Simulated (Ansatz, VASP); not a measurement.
## V3Re: VASP beside Ansatz

File INCAR:

```
PREC     = Accurate       # precision mode
ENCUT    = 520            # plane-wave cutoff, eV
EDIFF    = 1E-6           # SCF threshold, eV
ISMEAR   = -1             # smearing method
SIGMA    = 0.1            # smearing width, eV
LREAL    = F              # projectors in reciprocal space
LASPH    = T              # aspherical terms in the spheres
NELM     = 150            # most SCF steps
ALGO     = Normal         # electronic algorithm
ISIF     = 2              # what is computed and relaxed
LWAVE    = F              # write WAVECAR
LCHARG   = F              # write CHGCAR
ISPIN    = 2              # spin polarisation
MAGMOM   = 1 1 1 0        # initial moments
LORBIT   = 11             # projections on sites
LMAXMIX  = 4              # l up to which the mixer works
GGA      = CA             # functional
NBANDS   = 35             # bands
```

KPOINTS

```
regular mesh
0
Gamma
  7 7 7
```

POSCAR

```
V3Re
1.0
    0.0000000000      3.0983361203      3.0983361203
    3.0983361203      0.0000000000      3.0983361203
    3.0983361203      3.0983361203      0.0000000000
V Re
3 1
Direct
    0.7500000000      0.7500000000      0.7500000000
    0.2500000000      0.2500000000      0.2500000000
    0.0000000000      0.0000000000      0.0000000000
    0.5000000000      0.5000000000      0.5000000000
```

Input for Ansatz:

```yaml
crystal:
  lattice:
    - [0.0, 3.098336120256398, 3.098336120256398]
    - [3.098336120256398, 0.0, 3.098336120256398]
    - [3.098336120256398, 3.098336120256398, 0.0]
  atoms:
    - { symbol: V, position: [0.75, 0.75, 0.75], spin: 1.0 }
    - { symbol: V, position: [0.25, 0.25, 0.25], spin: 1.0 }
    - { symbol: V, position: [0.0, 0.0, 0.0], spin: 1.0 }
    - { symbol: Re, position: [0.5, 0.5, 0.5] }
basis:
  ecutwfc: 500.0
kpoints:
  mp_grid:
    grid: [7, 7, 7]
hamiltonian:
  xc: lda
magnetization:
  spin_polarized: true
scf:
  occupations:
    method: fermi_dirac
    width: 0.1
output:
  stress: true
```

Alike in both runs: task single point; functional LDA; k mesh 7 × 7 × 7; occupations fermi-dirac, width 0.1 eV; collinear spin.

|  | VASP | Ansatz |
| --- | --- | --- |
| version | VASP 6.6.1 | Ansatz 0.2.0 |
| potentials or method | VASP PAW LDA potentials, release 64 (V_sv, Re), cutoff 520 eV | plane waves, PAW |
| valence electrons in the cell | 46 | 54 |

|  | VASP | Ansatz | Ansatz less VASP |
| --- | --- | --- | --- |
| net moment per atom (μB) | 0.00 | 0.00 | 0.000 |

LDA's correlation is that of Perdew and Zunger in VASP and of Perdew and Wang (1992) in Ansatz. VASP's potentials hold 46 valence electrons a cell and Ansatz's 54, so a difference there can come from the potentials and not from the codes. Ansatz's warnings: seeded moment not kept.

Spin-orbit coupling is off throughout.
